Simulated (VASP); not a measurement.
## Sb: single point with revPBE

Sb:

```
Sb
1.0
     0.00000    3.61870    3.61870
     3.61870    0.00000    3.61870
     3.61870    3.61870    0.00000
Sb
2
Direct
  0.12500 0.12500 0.12500
  0.87500 0.87500 0.87500
```

This cell differs from its parent crystal: volume scaled by 1.08.

```
Program                : VASP 6.6.1
Task                   : single point
Functional             : revPBE
Potentials or basis    : VASP PAW PBE potentials, release 64 (Sb)
Cutoff                 : 520 eV
k mesh                 : 9 × 9 × 9
Occupations            : fermi-dirac, width 0.1 eV
Spin                   : no spin polarisation
Dipole correction      : no
Further INCAR settings : ALGO = Normal; EDIFF = 1e-06; NBANDS = 12
```

```json
{
 "Pressure": "-2.0 GPa",
 "Band gap on the k mesh": "zero (band 5 reaches 3.34 eV, above the bottom of band 6 at 2.79 eV)"
}
```

Levels at points of the mesh, in eV from the Fermi level:
| k point | band 3 | band 4 | band 5 | band 6 | band 7 | band 8 |
| --- | --- | --- | --- | --- | --- | --- |
| (0.00, 0.00, 0.00) | -1.60 | -1.60 | -1.60 | 0.57 | 0.57 | 0.57 |

Wall time 43 s on 1 thread of Intel Xeon 6975P-C, with other jobs on the host, peak memory 0.24 GiB.

Caveat: the PAW data sets were made with another functional, which shifts forces and pressure a little; spin-orbit coupling is left out, which moves the levels of the heavy elements.
